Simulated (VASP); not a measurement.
Write the native input for VASP 6.6.1 that does the following.

| Item | Value |
| --- | --- |
| Task | single point |
| Functional | LDA |
| Potentials or basis | VASP PAW LDA potentials, release 64 (Si, C) |
| Cutoff | 520 eV |
| k mesh | 12 × 12 × 4 |
| Occupations | methfessel-paxton, width 0.05 eV |
| Spin | no spin polarisation |
| Dipole correction | no |
| Further INCAR settings | ALGO = Normal; EDIFF = 1e-06; NBANDS = 16 |

The structure of SiC (Moissanite) lies in POSCAR:

```
SiC
1.0
    2.9916832294      0.0000000000      0.0000000000
   -1.4958416147      2.5908736748      0.0000000000
    0.0000000000      0.0000000000      4.9096283948
Si C
2 2
Direct
    0.3333333333      0.6666666667      0.0000000000
    0.6666666667      0.3333333333      0.5000000000
    0.3333333333      0.6666666667      0.3850000000
    0.6666666667      0.3333333333      0.8850000000
```

These files were run (other wordings do the same):

INCAR

```
ALGO = Normal ; EDIFF = 1E-6
ENCUT = 520 ; ISIF = 2
ISMEAR = 1 ; LASPH = T
LCHARG = F ; LREAL = F
LWAVE = F ; NBANDS = 16
NELM = 60 ; PREC = Accurate
SIGMA = 0.05
```

KPOINTS

```
k-points
0
Gamma
  12 12 4
```

Potentials or basis: VASP PAW LDA potentials, release 64 (Si, C).

Launch:

```sh
$ cat potpaw_LDA.64/Si/POTCAR potpaw_LDA.64/C/POTCAR > POTCAR
$ mpirun -np 1 vasp_std > vasp.out
```

Results of the run:

| Item | Value |
| --- | --- |
| Pressure | 17.5 GPa |
| Largest force | 0.873 eV/Å |
| Band gap on the k mesh | 2.04 eV, indirect (least direct gap 4.15 eV) |

Run time: 19 s on 1 thread of Intel(R) Xeon(R) Platinum 8259CL CPU @ 2.50GHz (Skylake/Cascade Lake), on a shared host, peak memory 0.15 GiB.
